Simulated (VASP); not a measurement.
# TiO2 (rutile type) (P4_2/mnm) in VASP: a series of runs

The runs below take TiO2 (rutile type) through single point, with PBEsol, PBEsol+U.

All numbers are computed with VASP 6.6.1; they aren't measurements. Logs are shortened: lines on timing, memory, paths and dates and some standing lists are left out, and cuts for length are marked.

## Step 1: The cell of the first run

The structure is tetragonal, space group P4_2/mnm (No. 136). The conventional cell has a = 4.591 Å, b = 4.591 Å, c = 2.939 Å, α = 90.00°, β = 90.00°, γ = 90.00°. Ti (site symmetry mmm) has 6 O at 1.94 to 1.98 Å within 2.6 Å. Within 2.6 Å of O (site symmetry m2m) lie 3 Ti at 1.94 to 1.98 Å and 1 O at 2.54 Å.

## Step 2: Single point, PBEsol

INCAR

```
SYSTEM = TiO2
PREC     = Accurate       ! precision mode
ENCUT    = 520            ! plane-wave cutoff, eV
EDIFF    = 1E-7           ! SCF threshold, eV
ISMEAR   = -1             ! smearing method
SIGMA    = 0.05           ! smearing width, eV
LREAL    = .False.        ! projectors in reciprocal space
LASPH    = .True.         ! aspherical terms in the spheres
NELM     = 80             ! most SCF steps
ALGO     = Normal         ! electronic algorithm
ISIF     = 2              ! what is computed and relaxed
LWAVE    = .False.        ! write WAVECAR
LCHARG   = .True.         ! write CHGCAR
GGA      = PS             ! functional
LELF     = .True.         ! ELF
LVHAR    = .True.       
NBANDS   = 33             ! bands
```

KPOINTS

```
regular mesh
0
Gamma
  8 8 11
  0 0 0
```

POSCAR

```
TiO2
1.0
    4.5910104478      0.0000000000      0.0000000000
    0.0000000000      4.5910104478      0.0000000000
    0.0000000000      0.0000000000      2.9390359093
Ti O
2 4
Direct
    0.0000000000      0.0000000000      0.0000000000
    0.5000000000      0.5000000000      0.5000000000
    0.3044219473      0.3044219473      0.0000000000
    0.6955780527      0.6955780527      0.0000000000
    0.8044219473      0.1955780527      0.5000000000
    0.1955780527      0.8044219473      0.5000000000
```

Potentials or basis: VASP PAW PBE potentials, release 64 (Ti_sv, O).

On the command line:

```sh
cat potpaw_PBE.64/Ti_sv/POTCAR potpaw_PBE.64/O/POTCAR > POTCAR
mpirun -np 1 vasp_std > vasp.out
```

OUTCAR:

```text
SYSTEM = TiO2
   PREC = Accurate
   ENCUT = 520
   EDIFF = 1E-7
   ISMEAR = -1
   LREAL = .False.
   LASPH = .True.
   NELM = 80
   ISIF = 2
   GGA = PS

 ion  position               nearest neighbor table
   1  0.000  0.000  0.000-   5 1.94   6 1.94   5 1.94   6 1.94   3 1.98   4 1.98
   2  0.500  0.500  0.500-   3 1.94   4 1.94   3 1.94   4 1.94   5 1.98   6 1.98
   3  0.304  0.304  0.000-   2 1.94   2 1.94   1 1.98
   4  0.696  0.696  0.000-   2 1.94   2 1.94   1 1.98
   5  0.804  0.196  0.500-   1 1.94   1 1.94   2 1.98
   6  0.196  0.804  0.500-   1 1.94   1 1.94   2 1.98

  LATTYP: Found a simple tetragonal cell.
 ALAT       =     4.5910104478
 C/A-ratio  =     0.6401719061

  Lattice vectors:

 A1 = (   4.5910104478,   0.0000000000,   0.0000000000)
 A2 = (   0.0000000000,   4.5910104478,   0.0000000000)
 A3 = (   0.0000000000,   0.0000000000,   2.9390359093)

Analysis of symmetry for initial positions (statically):
=====================================================================
 Subroutine PRICEL returns:
 Original cell was already a primitive cell.

 Routine SETGRP: Setting up the symmetry group for a
 simple tetragonal supercell.

 Subroutine GETGRP returns: Found 16 space group operations
 (whereof  8 operations were pure point group operations)
 out of a pool of 16 trial point group operations.

The static configuration has the point symmetry D_2h.
 The point group associated with its full space group is D_4h.

Analysis of symmetry for dynamics (positions and initial velocities):
=====================================================================
 Subroutine PRICEL returns:
 Original cell was already a primitive cell.

 Routine SETGRP: Setting up the symmetry group for a
 simple tetragonal supercell.

 Subroutine GETGRP returns: Found 16 space group operations
 (whereof  8 operations were pure point group operations)
 out of a pool of 16 trial point group operations.

The dynamic configuration has the point symmetry D_2h.
 The point group associated with its full space group is D_4h.

 Subroutine INISYM returns: Found 16 space group operations
 (whereof  8 operations are pure point group operations),
 and found     1 'primitive' translations

----------------------------------------------------------------------------------------

                                     Primitive cell

  volume of cell :      61.9472

  direct lattice vectors                    reciprocal lattice vectors
     4.591010448  0.000000000  0.000000000     0.217816973  0.000000000  0.000000000
     0.000000000  4.591010448  0.000000000     0.000000000  0.217816973  0.000000000
     0.000000000  0.000000000  2.939035909     0.000000000  0.000000000  0.340247629

  length of vectors
     4.591010448  4.591010448  2.939035909     0.217816973  0.217816973  0.340247629

  position of ions in fractional coordinates (direct lattice)
     0.000000000  0.000000000  0.000000000
     0.500000000  0.500000000  0.500000000
     0.304421947  0.304421947  0.000000000
     0.695578053  0.695578053  0.000000000
     0.804421947  0.195578053  0.500000000
     0.195578053  0.804421947  0.500000000

  ion indices of the primitive-cell ions
   primitive index   ion index
                 1           1
                 2           2
                 3           3
                 4           4
                 5           5
                 6           6

----------------------------------------------------------------------------------------

 KPOINTS: regular mesh

Automatic generation of k-mesh.
 Grid dimensions read from file:
 generate k-points for:    8    8   11

 Generating k-lattice:

  Cartesian coordinates                     Fractional coordinates (reciprocal lattice)
     0.027227122  0.000000000  0.000000000     0.125000000  0.000000000  0.000000000
     0.000000000  0.027227122  0.000000000     0.000000000  0.125000000  0.000000000
     0.000000000  0.000000000  0.030931603     0.000000000  0.000000000  0.090909091

  Length of vectors
     0.027227122  0.027227122  0.030931603

  Shift w.r.t. Gamma in fractional coordinates (k-lattice)
     0.000000000  0.000000000  0.000000000

 Subroutine IBZKPT returns following result:
 ===========================================

 Found     90 irreducible k-points:

 Following reciprocal coordinates:
            Coordinates               Weight
  0.000000  0.000000  0.000000      1.000000
  0.125000  0.000000  0.000000      4.000000
  0.250000  0.000000  0.000000      4.000000
  0.375000  0.000000  0.000000      4.000000
  0.500000  0.000000  0.000000      2.000000
  0.125000  0.125000  0.000000      4.000000
[... 16 lines left out ...]
  0.375000  0.125000  0.090909     16.000000
  0.500000  0.125000  0.090909      8.000000
 [... further k-points ...]
   k-points           NKPTS =     90   k-points in BZ     NKDIM =     90   number of bands    NBANDS=     33
   number of dos      NEDOS =    301   number of ions     NIONS =      6
   total plane-waves  NPLWV =  31104
   dimension x,y,z NGX =    36 NGY =   36 NGZ =   24
   dimension x,y,z NGXF=    72 NGYF=   72 NGZF=   48
   ions per type =               2   4
   NGX,Y,Z   is equivalent  to a cutoff of  13.04, 13.04, 13.58 a.u.
   NGXF,Y,Z  is equivalent  to a cutoff of  26.07, 26.07, 27.15 a.u.
 SYSTEM =  TiO2
   PREC   = accura    normal or accurate (medium, high low for compatibility)
   ISTART =      0    job   : 0-new  1-cont  2-samecut
   ICHARG =      2    charge: 1-file 2-atom 10-const
   ISPIN  =      1    spin polarized calculation?
   LNONCOLLINEAR =      F non collinear calculations
   LSORBIT =      F    spin-orbit coupling
   LASPH  =      T    aspherical Exc in radial PAW
   ENCUT  =  520.0 eV  38.22 Ry    6.18 a.u.   8.54  8.54  5.46*2*pi/ulx,y,z
   NELM   =     80;   NELMIN=  2; NELMDL= -5     # of ELM steps
   EDIFF  = 0.1E-06   stopping-criterion for ELM
   LREAL  =      F    real-space projection
   EDIFFG = 0.1E-05   stopping-criterion for IOM
   NSW    =      0    number of steps for IOM
   IBRION =     -1    ionic relax: 0-MD 1-quasi-New 2-CG
   NFREE  =      0    steps in history (QN), initial steepest desc. (CG)
   ISIF   =      2    stress and relaxation
   ISYM   =      2    0-nonsym 1-usesym 2-fastsym
   POTIM  = 0.5000    time-step for ionic-motion
   TEBEG  =    0.0;   TEEND  =   0.0 temperature during run
   PSTRESS=    0.0 pullay stress
   NELECT =      48.0000    total number of electrons
   NUPDOWN=      -1.0000    fix difference up-down
   EMIN   =  10.00;   EMAX   =-10.00  energy-range for DOS
   EFERMI =   0.00;   METHOD = LEGACY
   ISMEAR =    -1;   SIGMA  =   0.05  broadening in eV -4-tet -1-fermi 0-gaus
   EFERMI_NEDOS =   21; number of points for ismear=-14 and -15
   IALGO  =     38    algorithm
   IMIX   =      4    mixing-type and parameters
     AMIX     =   0.40;   BMIX     =  1.00
     AMIX_MAG =   1.60;   BMIX_MAG =  1.00
  volume/ion in A,a.u.               =      10.32        69.67
  Fermi-wavevector in a.u.,A,eV,Ry     =   1.503655  2.841495 30.762462  2.260977
  Thomas-Fermi vector in A             =   2.614737
   LORBIT       =      0    0 simple, 1 ext, 2 COOP (PROOUT), +10 PAW based schemes
   GGA     = PS    functional components
   LHFCALC =     F    Hartree Fock is set to
   AEXX    =    0.0000 exact exchange contribution
   IVDW    =     0    specifies the selected vdW correction
   LEPSILON=     F    determine dielectric tensor
   LRPA    =     F    only Hartree local field effects (RPA)
 non-spin polarized calculation
  energy-cutoff  :      520.00
  volume of cell :       61.95
 maximum number of plane-waves:      1696
 NGX is ok and might be reduce to    36
   NGX = 17   NGY = 17   NGZ = 11

 number of electron      48.0000019 magnetization

 Free energy of the ion-electron system (eV)
  ---------------------------------------------------
  ext. energy  EPLUGINS =         0.00000000
  ---------------------------------------------------
  free energy    TOTEN  =       -56.09834532 eV

  energy without entropy =      -56.09834532  energy(sigma->0) =      -56.09834532

 E-fermi :   5.6921     XC(G=0): -11.7432

 val. band max:        4.8027995047   @ k =   0.0000   0.0000   0.0000
 cond. band min:       6.6433441443   @ k =   0.0000   0.0000   0.0000
 fundamental gap:      1.8405446395
 Fermi energy:         5.6921284131

 k-point     1 :       0.0000    0.0000    0.0000
  band No.  band energies     occupation
      1     -51.8202      2.00000
      2     -51.8018      2.00000
      3     -28.2510      2.00000
      4     -28.2510      2.00000
      5     -28.0764      2.00000
      6     -28.0764      2.00000
[... 25 lines left out ...]
     32      11.5265      0.00000
     33      11.5428      0.00000

 k-point     2 :       0.1250    0.0000    0.0000
  band No.  band energies     occupation
      1     -51.8195      2.00000
      2     -51.8025      2.00000
      3     -28.2457      2.00000
      4     -28.2452      2.00000
      5     -28.0830      2.00000
      6     -28.0824      2.00000
[... 25 lines left out ...]
     32      11.4704      0.00000
     33      11.4828      0.00000

 k-point     3 :       0.2500    0.0000    0.0000
  band No.  band energies     occupation
      1     -51.8175      2.00000
      2     -51.8045      2.00000
      3     -28.2306      2.00000
      4     -28.2288      2.00000
      5     -28.1010      2.00000
      6     -28.0992      2.00000
[... 25 lines left out ...]
     32      11.3338      0.00000
     33      11.3688      0.00000

 k-point     4 :       0.3750    0.0000    0.0000
  band No.  band energies     occupation
      1     -51.8145      2.00000
      2     -51.8075      2.00000
      3     -28.2092      2.00000
      4     -28.2067      2.00000
      5     -28.1247      2.00000
      6     -28.1222      2.00000
[... 673 lines left out ...]
     32      10.9860      0.00000
     33      11.3337      0.00000

 k-point    23 :       0.3750    0.1250    0.0909
  band No.  band energies     occupation
      1     -51.8105      2.00000
      2     -51.8043      2.00000
      3     -28.2250      2.00000
      4     -28.1856      2.00000
      5     -28.1394      2.00000
      6     -28.0976      2.00000
[... 25 lines left out ...]
     32      10.8995      0.00000
     33      11.2060      0.00000

 k-point    24 :       0.5000    0.1250    0.0909
  band No.  band energies     occupation
      1     -51.8074      2.00000
      2     -51.8074      2.00000
      3     -28.2034      2.00000
      4     -28.2034      2.00000
      5     -28.1213      2.00000
      6     -28.1213      2.00000
[... 25 lines left out ...]
     32      10.7799      0.00000
     33      11.2158      0.00000

 [... further k-points ...]
[... 5 lines left out ...]
  --------------------------------------------------------------------------------------
  -------------------------------------------------------------------------------------
  Total        0.2251300      0.2251300      0.3342363      0.0000000      0.0000000      0.0000000
  in kB        5.8226755      5.8226755      8.6445582      0.0000000      0.0000000      0.0000000
  external PRESSURE =       6.7633031 kB  Pullay stress =       0.0000000 kB

 VOLUME and BASIS-vectors are now :
 -----------------------------------------------------------------------------
  energy-cutoff  :      520.00
  volume of cell :       61.95
      direct lattice vectors                 reciprocal lattice vectors
     4.591010448  0.000000000  0.000000000     0.217816973  0.000000000  0.000000000
     0.000000000  4.591010448  0.000000000     0.000000000  0.217816973  0.000000000
     0.000000000  0.000000000  2.939035909     0.000000000  0.000000000  0.340247629

 POSITION                                       TOTAL-FORCE (eV/Angst)
 -----------------------------------------------------------------------------------
      0.00000      0.00000      0.00000         0.000000      0.000000      0.000000
      2.29551      2.29551      1.46952         0.000000      0.000000      0.000000
      1.39760      1.39760      0.00000        -0.016327     -0.016327      0.000000
      3.19341      3.19341      0.00000         0.016327      0.016327     -0.000000
      3.69311      0.89790      1.46952        -0.016327      0.016327     -0.000000
      0.89790      3.69311      1.46952         0.016327     -0.016327      0.000000
 -----------------------------------------------------------------------------------
    total drift:                                0.000000      0.000000      0.000000

  FREE ENERGIE OF THE ION-ELECTRON SYSTEM (eV)
  ---------------------------------------------------
  free  energy   TOTEN  =       -56.0983453210 eV

  energy  without entropy=      -56.0983453205  energy(sigma->0) =      -56.09834532
```

It took 70 s on 1 thread of Intel Xeon 6975P-C (Granite Rapids), shared host; peak memory 0.26 GiB.

What came out:

```
Free energy            : -56.0983 eV
Pressure               : 0.7 GPa
Largest force          : 0.023 eV/Å
Band gap on the k mesh : 1.84 eV, direct
```

Forces on the atoms (eV/Å):
```
Ti   0.000  0.000  0.000
Ti   0.000  0.000  0.000
O   -0.016 -0.016  0.000
O    0.016  0.016  0.000
O   -0.016  0.016  0.000
O    0.016 -0.016  0.000
```

Caveat: the PAW data sets were made with another functional, which shifts forces and pressure a little.

## Step 3: Single point, PBEsol+U

This run uses another cell than the first one, of 6.40 Å³/atom, 0.620 times its volume.

INCAR

```
  PREC = Accurate
  ENCUT = 520
  EDIFF = 1E-6
  ISMEAR = -4
  SIGMA = 0.1
  LREAL = False
  LASPH = True
  NELM = 150
  ALGO = Normal
  ISIF = 2
  LWAVE = False
  LCHARG = False
  LMAXMIX = 4
  LDAU = True
  LDAUTYPE = 2
  LDAUL = 2 -1
  LDAUU = 6 0
  LDAUJ = 0 0
  LDAUPRINT = 1
  GGA = PS
  NBANDS = 33
```

KPOINTS

```
Automatic mesh
0
Gamma
  8 8 11
```

POSCAR

```
TiO2
1.0
    3.7937547853      0.0000000000      0.0000000000
    0.0000000000      3.7937547853      0.0000000000
    0.0000000000      0.0000000000      2.6685456195
Ti O
2 4
Direct
    0.0000000000      0.0000000000      0.0000000000
    0.5000000000      0.5000000000      0.5000000000
    0.3035702815      0.3035702815      0.0000000000
    0.6964297185      0.6964297185      0.0000000000
    0.8035702815      0.1964297185      0.5000000000
    0.1964297185      0.8035702815      0.5000000000
```

Potentials or basis: VASP PAW PBE potentials, release 64 (Ti_sv, O).

On the command line:

```sh
cat potpaw_PBE.64/Ti_sv/POTCAR potpaw_PBE.64/O/POTCAR > POTCAR
mpirun -np 1 vasp_std > vasp.out
```

Run time: 47 s. Hardware: 1 thread of Intel Xeon 6975P-C (Granite Rapids), shared host; peak memory 0.21 GiB.

It converged, with:

```
Free energy            : -30.4060 eV
Pressure               : 329.9 GPa
Largest force          : 0.284 eV/Å
Band gap on the k mesh : 3.58 eV, direct
```

Forces in eV/Å, atoms in the order of the input:
```
Ti   0.000  0.000  0.000
Ti   0.000  0.000  0.000
O    0.201  0.201  0.000
O   -0.201 -0.201  0.000
O    0.201 -0.201  0.000
O   -0.201  0.201  0.000
```

Stress tensor (GPa, compression positive):
```
326.50   0.00   0.00
  0.00 326.50   0.00
  0.00   0.00 336.70
```

Levels at points of the mesh, in eV from the valence-band top:
```csv
k point,band 21,band 22,band 23,band 24,band 25,band 26,band 27,band 28
"(0.00, 0.00, 0.00)",-0.96,-0.21,0.00,0.00,3.58,4.61,4.61,4.70
"(0.50, 0.00, 0.00)",-2.76,-2.76,-1.49,-1.49,5.39,5.39,6.31,6.31
"(0.50, 0.50, 0.00)",-1.82,-1.82,-0.33,-0.33,4.05,4.05,4.72,4.72
```

Eigenvalues of the final occupation matrices:
```
    site  spin  trace               eigenvalues
site 1 d     1   1.32  0.14 0.15 0.15 0.41 0.47
site 1 d     2   1.32  0.14 0.15 0.15 0.41 0.47
site 2 d     1   1.32  0.14 0.15 0.15 0.41 0.47
site 2 d     2   1.32  0.14 0.15 0.15 0.41 0.47
```

Caveat: the PAW data sets were made with another functional, which shifts forces and pressure a little.
